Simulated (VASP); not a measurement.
# Ta2N (P-1) in VASP: notebook

Runs on Ta2N. Level: PBEsol. Tasks: single point.

Everything below comes from runs of VASP 6.6.1. Logs are shortened: lines on timing, memory, paths and dates and some standing lists are left out, and cuts for length are marked.

**1. The cell of the first run**

The typed cell holds 3 atoms: a = 3.086 Å, b = 3.267 Å, c = 4.655 Å, α = 90.00°, β = 90.00°, γ = 125.89°.

**2. Single point, PBEsol (engineering shear strain xy -0.1400, normal strain along z -0.0350)**

INCAR

```
PREC = Accurate
ENCUT = 520
EDIFF = 1E-7
ISMEAR = 0
SIGMA = 0.15
LREAL = False
LASPH = True
NELM = 100
ALGO = Fast
ISIF = 2
LWAVE = False
LCHARG = True
GGA = PS
LELF = True
LVHAR = True
NBANDS = 20
```

KPOINTS

```
Automatic mesh
0
Gamma
  15 15 8
```

POSCAR

```
Ta2N
1.0
    3.0782595490     -0.2154781684      0.0000000000
   -1.7257393423      2.7735900531      0.0000000000
    0.0000000000      0.0000000000      4.6550952842
Ta N
2 1
Direct
    0.6666666667      0.3333333333      0.7463700642
    0.3333333333      0.6666666667      0.2536299358
    0.0000000000      0.0000000000      0.0000000000
```

Potentials or basis: VASP PAW PBE potentials, release 64 (Ta_pv, N).

Started as:

```
cat potpaw_PBE.64/Ta_pv/POTCAR potpaw_PBE.64/N/POTCAR > POTCAR
mpirun -np 1 vasp_std > vasp.out
```

OUTCAR:

```text
PREC = Accurate
   ENCUT = 520
   EDIFF = 1E-7
   ISMEAR = 0
   LREAL = False
   LASPH = True
   NELM = 100
   ISIF = 2
   GGA = PS

 ion  position               nearest neighbor table
   1  0.667  0.333  0.746-   3 2.05   3 2.14   3 2.23   2 2.84   2 2.89   2 2.90   2 2.96   2 2.97
                             2 3.02
   2  0.333  0.667  0.254-   3 2.05   3 2.14   3 2.23   1 2.84   1 2.89   1 2.90   1 2.96   1 2.97
                             1 3.02
   3  0.000  0.000  0.000-   1 2.05   2 2.05   1 2.14   2 2.14   1 2.23   2 2.23

  LATTYP: Found a simple monoclinic cell.
 ALAT       =     2.8936563936
 B/A-ratio  =     1.6087242751
 C/A-ratio  =     1.0663989255
 COS(beta)  =    -0.4045359157

  Lattice vectors:

 A1 = (   1.3525202067,   2.5581118847,   0.0000000000)
 A2 = (   0.0000000000,   0.0000000000,  -4.6550952842)
 A3 = (  -3.0782595490,   0.2154781684,   0.0000000000)

Analysis of symmetry for initial positions (statically):
=====================================================================
 Subroutine PRICEL returns:
 Original cell was already a primitive cell.

 Routine SETGRP: Setting up the symmetry group for a
 simple monoclinic supercell.

 Subroutine GETGRP returns: Found  2 space group operations
 (whereof  2 operations were pure point group operations)
 out of a pool of  4 trial point group operations.

The static configuration has the point symmetry S_2 .

Analysis of symmetry for dynamics (positions and initial velocities):
=====================================================================
 Subroutine PRICEL returns:
 Original cell was already a primitive cell.

 Routine SETGRP: Setting up the symmetry group for a
 simple monoclinic supercell.

 Subroutine GETGRP returns: Found  2 space group operations
 (whereof  2 operations were pure point group operations)
 out of a pool of  4 trial point group operations.

The dynamic configuration has the point symmetry S_2 .

 Subroutine INISYM returns: Found  2 space group operations
 (whereof  2 operations are pure point group operations),
 and found     1 'primitive' translations

----------------------------------------------------------------------------------------

                                     Primitive cell

  volume of cell :      38.0134

  direct lattice vectors                    reciprocal lattice vectors
     3.078259549 -0.215478168  0.000000000     0.339652208  0.211333026  0.000000000
    -1.725739342  2.773590053  0.000000000     0.026387330  0.376961856  0.000000000
     0.000000000  0.000000000  4.655095284     0.000000000  0.000000000  0.214818374

  length of vectors
     3.085792069  3.266646302  4.655095284     0.400031587  0.377884284  0.214818374

  position of ions in fractional coordinates (direct lattice)
     0.666666667  0.333333333  0.746370064
     0.333333333  0.666666667  0.253629936
     0.000000000  0.000000000  0.000000000

  ion indices of the primitive-cell ions
   primitive index   ion index
                 1           1
                 2           2
                 3           3

----------------------------------------------------------------------------------------

 KPOINTS: Automatic mesh

Automatic generation of k-mesh.
 Grid dimensions read from file:
 generate k-points for:   15   15    8

 Generating k-lattice:

  Cartesian coordinates                     Fractional coordinates (reciprocal lattice)
     0.022643481  0.014088868  0.000000000     0.066666667  0.000000000  0.000000000
     0.001759155  0.025130790  0.000000000     0.000000000  0.066666667  0.000000000
     0.000000000  0.000000000  0.026852297     0.000000000  0.000000000  0.125000000

  Length of vectors
     0.026668772  0.025192286  0.026852297

  Shift w.r.t. Gamma in fractional coordinates (k-lattice)
     0.000000000  0.000000000  0.000000000

 Subroutine IBZKPT returns following result:
 ===========================================

 Found    901 irreducible k-points:

 Following reciprocal coordinates:
            Coordinates               Weight
  0.000000  0.000000  0.000000      1.000000
  0.066667  0.000000  0.000000      2.000000
  0.133333 -0.000000  0.000000      2.000000
  0.200000 -0.000000  0.000000      2.000000
  0.266667 -0.000000  0.000000      2.000000
  0.333333 -0.000000  0.000000      2.000000
[... 16 lines left out ...]
 -0.066667  0.066667  0.000000      2.000000
 -0.000000  0.133333  0.000000      2.000000
 [... further k-points ...]
   k-points           NKPTS =    901   k-points in BZ     NKDIM =    901   number of bands    NBANDS=     20
   number of dos      NEDOS =    301   number of ions     NIONS =      3
   total plane-waves  NPLWV =  20736
   dimension x,y,z NGX =    24 NGY =   24 NGZ =   36
   dimension x,y,z NGXF=    48 NGYF=   48 NGZF=   72
   ions per type =               2   1
   NGX,Y,Z   is equivalent  to a cutoff of  12.93, 12.21, 12.86 a.u.
   NGXF,Y,Z  is equivalent  to a cutoff of  25.86, 24.43, 25.71 a.u.
 SYSTEM =  unknown system
   PREC   = accura    normal or accurate (medium, high low for compatibility)
   ISTART =      0    job   : 0-new  1-cont  2-samecut
   ICHARG =      2    charge: 1-file 2-atom 10-const
   ISPIN  =      1    spin polarized calculation?
   LNONCOLLINEAR =      F non collinear calculations
   LSORBIT =      F    spin-orbit coupling
   LASPH  =      T    aspherical Exc in radial PAW
   ENCUT  =  520.0 eV  38.22 Ry    6.18 a.u.   5.74  6.07  8.66*2*pi/ulx,y,z
   NELM   =    100;   NELMIN=  2; NELMDL= -5     # of ELM steps
   EDIFF  = 0.1E-06   stopping-criterion for ELM
   LREAL  =      F    real-space projection
   EDIFFG = 0.1E-05   stopping-criterion for IOM
   NSW    =      0    number of steps for IOM
   IBRION =     -1    ionic relax: 0-MD 1-quasi-New 2-CG
   NFREE  =      0    steps in history (QN), initial steepest desc. (CG)
   ISIF   =      2    stress and relaxation
   ISYM   =      2    0-nonsym 1-usesym 2-fastsym
   POTIM  = 0.5000    time-step for ionic-motion
   TEBEG  =    0.0;   TEEND  =   0.0 temperature during run
   PSTRESS=    0.0 pullay stress
   NELECT =      27.0000    total number of electrons
   NUPDOWN=      -1.0000    fix difference up-down
   EMIN   =  10.00;   EMAX   =-10.00  energy-range for DOS
   EFERMI =   0.00;   METHOD = LEGACY
   ISMEAR =     0;   SIGMA  =   0.15  broadening in eV -4-tet -1-fermi 0-gaus
   EFERMI_NEDOS =   21; number of points for ismear=-14 and -15
   IALGO  =     68    algorithm
   IMIX   =      4    mixing-type and parameters
     AMIX     =   0.40;   BMIX     =  1.00
     AMIX_MAG =   1.60;   BMIX_MAG =  1.00
  volume/ion in A,a.u.               =      12.67        85.51
  Fermi-wavevector in a.u.,A,eV,Ry     =   1.460665  2.760257 29.028604  2.133542
  Thomas-Fermi vector in A             =   2.577088
   LORBIT       =      0    0 simple, 1 ext, 2 COOP (PROOUT), +10 PAW based schemes
   GGA     = PS    functional components
   LHFCALC =     F    Hartree Fock is set to
   AEXX    =    0.0000 exact exchange contribution
   IVDW    =     0    specifies the selected vdW correction
   LEPSILON=     F    determine dielectric tensor
   LRPA    =     F    only Hartree local field effects (RPA)
 non-spin polarized calculation
 RMM-DIIS sequential band-by-band and
 Gauss-broadening in eV      SIGMA  =   0.15
  energy-cutoff  :      520.00
  volume of cell :       38.01
 maximum number of plane-waves:      1042
   NGX = 11   NGY = 13   NGZ = 17

 number of electron      27.0000000 magnetization

 Free energy of the ion-electron system (eV)
  ---------------------------------------------------
  ext. energy  EPLUGINS =         0.00000000
  ---------------------------------------------------
  free energy    TOTEN  =       -35.99126793 eV

  energy without entropy =      -35.97704963  energy(sigma->0) =      -35.98415878

 E-fermi :   7.9043     XC(G=0): -13.3492

 val. band max:        7.9038022189   @ k =  -0.1333   0.0667   0.0000
 cond. band min:       7.9044660246   @ k =   0.4667  -0.4667   0.3750
 fundamental gap:      0.0006638058
 Fermi energy:         7.9043265573

 k-point     1 :       0.0000    0.0000    0.0000
  band No.  band energies     occupation
      1     -27.6945      2.00000
      2     -26.8691      2.00000
      3     -26.6853      2.00000
      4     -26.6480      2.00000
      5     -26.4649      2.00000
      6     -26.3795      2.00000
[... 12 lines left out ...]
     19      10.2559      0.00000
     20      13.6547      0.00000

 k-point     2 :       0.0667    0.0000    0.0000
  band No.  band energies     occupation
      1     -27.6743      2.00000
      2     -26.8831      2.00000
      3     -26.7191      2.00000
      4     -26.6604      2.00000
      5     -26.5077      2.00000
      6     -26.3873      2.00000
[... 12 lines left out ...]
     19      10.2476      0.00000
     20      13.8784      0.00000

 k-point     3 :       0.1333   -0.0000    0.0000
  band No.  band energies     occupation
      1     -27.6156      2.00000
      2     -26.9224      2.00000
      3     -26.8287      2.00000
      4     -26.6868      2.00000
      5     -26.6208      2.00000
      6     -26.4102      2.00000
[... 12 lines left out ...]
     19      11.2802      0.00000
     20      13.9791      0.00000

 k-point     4 :       0.2000   -0.0000    0.0000
  band No.  band energies     occupation
      1     -27.5237      2.00000
      2     -27.0036      2.00000
      3     -26.9721      2.00000
      4     -26.8024      2.00000
      5     -26.6956      2.00000
      6     -26.4494      2.00000
[... 429 lines left out ...]
 k-point    23 :      -0.0667    0.0667    0.0000
  band No.  band energies     occupation
      1     -27.6803      2.00000
      2     -26.8941      2.00000
      3     -26.7108      2.00000
      4     -26.6560      2.00000
      5     -26.4658      2.00000
      6     -26.3872      2.00000
[... 12 lines left out ...]
     19      10.4362      0.00000
     20      13.5338      0.00000

 k-point    24 :      -0.0000    0.1333    0.0000
  band No.  band energies     occupation
      1     -27.6258      2.00000
      2     -26.9057      2.00000
      3     -26.8214      2.00000
      4     -26.6920      2.00000
      5     -26.5825      2.00000
      6     -26.4081      2.00000
[... 12 lines left out ...]
     19      11.0685      0.00000
     20      13.5820      0.00000

 [... further k-points ...]

------------------------ aborting loop because EDIFF is reached ----------------------------------------

  FORCE on cell =-STRESS in cart. coord.  units (eV):
  Direction    XX          YY          ZZ          XY          YZ          ZX
  --------------------------------------------------------------------------------------
  -------------------------------------------------------------------------------------
  Total        3.7080345      3.6577840      5.6052362      5.7287294     -0.3715461     -2.3076766
  in kB      156.2852338    154.1672908    236.2479751    241.4529358    -15.6598235    -97.2633293
  external PRESSURE =     182.2334999 kB  Pullay stress =       0.0000000 kB

 VOLUME and BASIS-vectors are now :
 -----------------------------------------------------------------------------
  energy-cutoff  :      520.00
  volume of cell :       38.01
      direct lattice vectors                 reciprocal lattice vectors
     3.078259549 -0.215478168  0.000000000     0.339652208  0.211333026  0.000000000
    -1.725739342  2.773590053  0.000000000     0.026387330  0.376961856  0.000000000
     0.000000000  0.000000000  4.655095284     0.000000000  0.000000000  0.214818374

 POSITION                                       TOTAL-FORCE (eV/Angst)
 -----------------------------------------------------------------------------------
      1.47693      0.78088      3.47442         0.224412      0.029026     -0.490701
     -0.12441      1.77723      1.18067        -0.224412     -0.029026      0.490701
      0.00000      0.00000      0.00000         0.000000      0.000000      0.000000
 -----------------------------------------------------------------------------------
    total drift:                                0.000000     -0.000000      0.000000

  FREE ENERGIE OF THE ION-ELECTRON SYSTEM (eV)
  ---------------------------------------------------
  free  energy   TOTEN  =       -35.9912679298 eV

  energy  without entropy=      -35.9770496262  energy(sigma->0) =      -35.98415878
```

It took 29 min on 1 thread of Oxide Virtual Turin-like, shared host; peak memory 0.63 GiB.

Results:

```yaml
Free_energy: -35.9913 eV
Pressure: 18.2 GPa
Largest_force: 0.540 eV/Å
Band_gap_on_the_k_mesh: zero (an odd number of electrons rules out a gap without spin polarisation)
```

Forces on the atoms (eV/Å):
```
Ta   0.224  0.029 -0.491
Ta  -0.224 -0.029  0.491
N    0.000  0.000  0.000
```

Caveat: the cell differs from its parent crystal (engineering shear strain xy -0.1400, normal strain along z -0.0350); the stress differs along the axes, from 15 to 24 GPa; the PAW data sets were made with another functional, which shifts forces and pressure a little; spin-orbit coupling is left out, which moves the levels of the heavy elements.

**3. Single point, PBEsol (engineering shear strain xy -0.1050, normal strain along z -0.0350)**

INCAR

```
  PREC = Accurate
  ENCUT = 520
  EDIFF = 1E-6
  ISMEAR = 0
  SIGMA = 0.15
  LREAL = F
  LASPH = T
  NELM = 60
  ALGO = Fast
  ISIF = 2
  LWAVE = F
  LCHARG = F
  GGA = PS
  NBANDS = 20
```

KPOINTS is that of step 2.

POSCAR

```
Ta2N
1.0
    3.0782595490     -0.1616086263      0.0000000000
   -1.6790869503      2.7466552820      0.0000000000
    0.0000000000      0.0000000000      4.6550952842
Ta N
2 1
Direct
    0.6666666667      0.3333333333      0.7463700642
    0.3333333333      0.6666666667      0.2536299358
    0.0000000000      0.0000000000      0.0000000000
```

Potentials or basis: VASP PAW PBE potentials, release 64 (Ta_pv, N).

Started as:

```
cat potpaw_PBE.64/Ta_pv/POTCAR potpaw_PBE.64/N/POTCAR > POTCAR
mpirun -np 1 vasp_std > vasp.out
```

It took 19 min on 1 thread of Oxide Virtual Turin-like, shared host; peak memory 0.63 GiB.

The run converged. Its results:

* Free energy: -36.1772 eV
* Pressure: 15.8 GPa
* Largest force: 0.335 eV/Å
* Band gap on the k mesh: zero (an odd number of electrons rules out a gap without spin polarisation)

Forces on the atoms (eV/Å):
```
Ta   0.153  0.021 -0.298
Ta  -0.153 -0.021  0.298
N    0.000  0.000  0.000
```

Stress tensor (GPa, compression positive):
```
13.03 18.58 -7.13
18.58 12.98 -0.95
-7.13 -0.95 21.35
```

Levels at points of the mesh, in eV from the Fermi level:
```csv
k point,band 10,band 11,band 12,band 13,band 14,band 15,band 16,band 17
"(0.00, 0.00, 0.00)",-6.09,-4.77,-1.09,-0.39,-0.16,0.30,0.43,0.73
"(0.00, 0.00, 0.50)",-6.33,-2.71,-2.43,-2.19,-0.46,1.49,1.82,2.62
```

Caveat: the cell differs from its parent crystal (engineering shear strain xy -0.1050, normal strain along z -0.0350); the stress differs along the axes, from 13 to 21 GPa; the PAW data sets were made with another functional, which shifts forces and pressure a little; spin-orbit coupling is left out, which moves the levels of the heavy elements.

**4. Single point, PBEsol (engineering shear strain xy -0.1400, normal strain along z -0.0525)**

INCAR

```
PREC = Accurate
ENCUT = 520
EDIFF = 1E-6
ISMEAR = 0
SIGMA = 0.15
LREAL = F
LASPH = T
NELM = 100
ALGO = Fast
ISIF = 2
LWAVE = F
LCHARG = T
GGA = PS
LELF = T
LVHAR = T
NBANDS = 20
```

KPOINTS is that of step 3.

POSCAR

```
Ta2N
1.0
    3.0782595490     -0.2154781684      0.0000000000
   -1.7257393423      2.7735900531      0.0000000000
    0.0000000000      0.0000000000      4.5706764578
Ta N
2 1
Direct
    0.6666666667      0.3333333333      0.7463700642
    0.3333333333      0.6666666667      0.2536299358
    0.0000000000      0.0000000000      0.0000000000
```

Started as:

```
cat potpaw_PBE.64/Ta_pv/POTCAR potpaw_PBE.64/N/POTCAR > POTCAR
mpirun -np 1 vasp_std > vasp.out
```

It took 17 min on 1 thread of Oxide Virtual Turin-like, shared host; peak memory 0.61 GiB.

Results (log left out):

```yaml
Free_energy: -35.8665 eV
Pressure: 25.4 GPa
Largest_force: 0.520 eV/Å
Band_gap_on_the_k_mesh: zero (an odd number of electrons rules out a gap without spin polarisation)
```

Forces in eV/Å, atoms in the order of the input:
```
Ta   0.210  0.047 -0.474
Ta  -0.210 -0.047  0.474
N    0.000  0.000  0.000
```

Stress tensor (GPa, compression positive):
```
 20.97  25.59 -10.36
 25.59  20.98  -1.76
-10.36  -1.76  34.34
```

Levels at points of the mesh, in eV from the Fermi level:
| k point | band 10 | band 11 | band 12 | band 13 | band 14 | band 15 | band 16 | band 17 |
| --- | --- | --- | --- | --- | --- | --- | --- | --- |
| (0.00, 0.00, 0.00) | -6.05 | -4.70 | -1.32 | -0.35 | -0.16 | 0.21 | 0.47 | 0.91 |
| (0.00, 0.00, 0.50) | -6.34 | -2.66 | -2.48 | -2.28 | -0.26 | 1.37 | 1.79 | 2.82 |

Caveat: the cell differs from its parent crystal (engineering shear strain xy -0.1400, normal strain along z -0.0525); the stress differs along the axes, from 21 to 34 GPa; the PAW data sets were made with another functional, which shifts forces and pressure a little; spin-orbit coupling is left out, which moves the levels of the heavy elements.

**5. Summary**

| cell | further INCAR settings | gap on the mesh (eV) | pressure (GPa) | largest force (eV/Å) |
| --- | --- | --- | --- | --- |
| a = 3.086, b = 3.267, c = 4.655 Å, angles 90.0, 90.0, 125.9°, 3 atoms | ALGO = Fast; EDIFF = 1e-07; NBANDS = 20 | none | 18.2 | 0.54 |
| a = 3.082, b = 3.219, c = 4.655 Å, angles 90.0, 90.0, 124.4°, 3 atoms | ALGO = Fast; EDIFF = 1e-06; NBANDS = 20 | none | 15.8 | 0.34 |
| a = 3.086, b = 3.267, c = 4.571 Å, angles 90.0, 90.0, 125.9°, 3 atoms | ALGO = Fast; EDIFF = 1e-06; NBANDS = 20 | none | 25.4 | 0.52 |

Alike in all rows: task single point; level PBEsol; potentials or basis VASP PAW PBE potentials, release 64 (Ta_pv, N); no spin polarisation; k mesh 15 × 15 × 8; cutoff (eV) 520; smearing gaussian 0.15 eV.

Caveats: the PAW data sets were made with another functional, which shifts forces and pressure a little; spin-orbit coupling is left out, which moves the levels of the heavy elements; the stress differs along the axes, from 15 to 24 GPa (at least some runs); the stress differs along the axes, from 13 to 21 GPa (at least some runs); the stress differs along the axes, from 21 to 34 GPa (at least some runs).

Total energies depend on the potentials used, so only differences within one code and one set of settings carry meaning.
